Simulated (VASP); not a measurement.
Wanted: the native input for a VASP 6.6.1 run.

* Task: single point
* Functional: PBEsol
* Potentials or basis: VASP PAW PBE potentials, release 64 (Ti_sv, Sn_d, O)
* Cutoff: 520 eV
* k mesh: 1 × 1 × 1, shifted
* Occupations: fermi-dirac, width 0.05 eV
* Spin: no spin polarisation
* Dipole correction: no
* Further INCAR settings: LREAL = Auto; ALGO = Normal; EDIFF = 1e-07; NBANDS = 343

The structure of Ti11Sn13O48 lies in POSCAR:

```
Ti11Sn13O48
1.0
    9.3817760000      0.0000000000      0.0000000000
    0.0000000000      9.3817760000      0.0000000000
    0.0000000000      0.0000000000      9.2756390000
Ti Sn O
11 13 48
Direct
    0.0001820000      0.9961350000      0.9976280000
    0.0071160000      0.9992690000      0.3353950000
    0.9988160000      0.4981710000      0.9990160000
    0.4986300000      0.9989350000      0.3320370000
    0.5011250000      0.9960160000      0.6643570000
    0.2503880000      0.2534450000      0.1658320000
    0.2507910000      0.7497400000      0.4980220000
    0.7483520000      0.2479910000      0.8318680000
    0.7524230000      0.7500700000      0.1687800000
    0.7525910000      0.7525110000      0.4990070000
    0.7480300000      0.7527610000      0.8318400000
    0.0038750000      0.0011230000      0.6682680000
    0.9989630000      0.5002380000      0.3300920000
    0.9987520000      0.4970690000      0.6654470000
    0.5011230000      0.0038480000      0.0006610000
    0.5010490000      0.5044280000      0.9980340000
    0.5021100000      0.4981640000      0.3356700000
    0.5004950000      0.4974850000      0.6649410000
    0.2498550000      0.2512550000      0.4995560000
    0.2517470000      0.2504020000      0.8284370000
    0.2490790000      0.7523840000      0.1625910000
    0.2501740000      0.7541350000      0.8333030000
    0.7491330000      0.2509980000      0.1696540000
    0.7526200000      0.2489510000      0.5025050000
    0.1550890000      0.1541700000      0.9950710000
    0.1518210000      0.1528090000      0.3357190000
    0.1557190000      0.1517160000      0.6667070000
    0.1550050000      0.6536580000      0.0010020000
    0.1494580000      0.6537050000      0.3335350000
    0.1559660000      0.6535770000      0.6704110000
    0.6530040000      0.1511380000      0.9984720000
    0.6557070000      0.1504070000      0.3350460000
    0.6508890000      0.1531930000      0.6632060000
    0.6492730000      0.6542130000      0.9962080000
    0.6523130000      0.6512440000      0.3364760000
    0.6537250000      0.6543840000      0.6705680000
    0.3471740000      0.3454170000      0.9996480000
    0.3482400000      0.3472630000      0.3255630000
    0.3472870000      0.3506060000      0.6680610000
    0.3473680000      0.8514200000      0.9989510000
    0.3493760000      0.8464780000      0.3347520000
    0.3458670000      0.8478070000      0.6671170000
    0.8473420000      0.3453480000      0.9985550000
    0.8481910000      0.3461070000      0.3360490000
    0.8467610000      0.3516830000      0.6675000000
    0.8474240000      0.8474750000      0.9993250000
    0.8441520000      0.8482510000      0.3291280000
    0.8462200000      0.8484440000      0.6679330000
    0.0989300000      0.4037420000      0.1671560000
    0.0990770000      0.4014910000      0.5020540000
    0.0986140000      0.4001800000      0.8336670000
    0.0989310000      0.9022990000      0.1648810000
    0.0954490000      0.9019320000      0.4989220000
    0.0994620000      0.9044020000      0.8342480000
    0.5990750000      0.4013950000      0.1661490000
    0.5990210000      0.3998300000      0.5033130000
    0.6011930000      0.4048130000      0.8331600000
    0.5949080000      0.9023980000      0.1674870000
    0.5982180000      0.8981890000      0.5014340000
    0.6002230000      0.9022430000      0.8320660000
    0.4030530000      0.0962370000      0.1689770000
    0.4030260000      0.0986990000      0.4963680000
    0.4040300000      0.0969630000      0.8347960000
    0.4025530000      0.5947360000      0.1659390000
    0.4034420000      0.5977530000      0.5002990000
    0.4047360000      0.5929540000      0.8316030000
    0.9038360000      0.0931560000      0.1672630000
    0.9013740000      0.0981550000      0.4943650000
    0.9024980000      0.1005870000      0.8324170000
    0.8990710000      0.5994610000      0.1668000000
    0.9021760000      0.5999130000      0.5031040000
    0.9024230000      0.5961310000      0.8329550000
```

One way to write it, as run:

INCAR

```
SYSTEM = Ti11Sn13O48
PREC = Accurate
ENCUT = 520
EDIFF = 1E-7
ISMEAR = -1
SIGMA = 0.05
LREAL = Auto
LASPH = .True.
NELM = 100
ALGO = Normal
ISIF = 2
LWAVE = .False.
LCHARG = .False.
GGA = PS
NBANDS = 343
```

KPOINTS

```
Automatic mesh
0
Gamma
  1 1 1
  0.5 0.5 0.5
```

Potentials or basis: VASP PAW PBE potentials, release 64 (Ti_sv, Sn_d, O).

Command:

```sh
$ cat potpaw_PBE.64/Ti_sv/POTCAR potpaw_PBE.64/Sn_d/POTCAR potpaw_PBE.64/O/POTCAR > POTCAR
$ mpirun -np 1 vasp_std > vasp.out
```

It gave:

* Pressure: 1.9 GPa
* Largest force: 2.602 eV/Å
* Band gap on the k mesh: 2.37 eV

Caveat: the k points lie up to 0.68 Å⁻¹ apart; the PAW data sets were made with another functional, which shifts forces and pressure a little; spin-orbit coupling is left out, which moves the levels of the heavy elements.

Run time: 13 min on 1 thread of Intel(R) Xeon(R) Platinum 8259CL CPU @ 2.50GHz (Skylake/Cascade Lake), with other jobs on the host, peak memory 0.79 GiB.
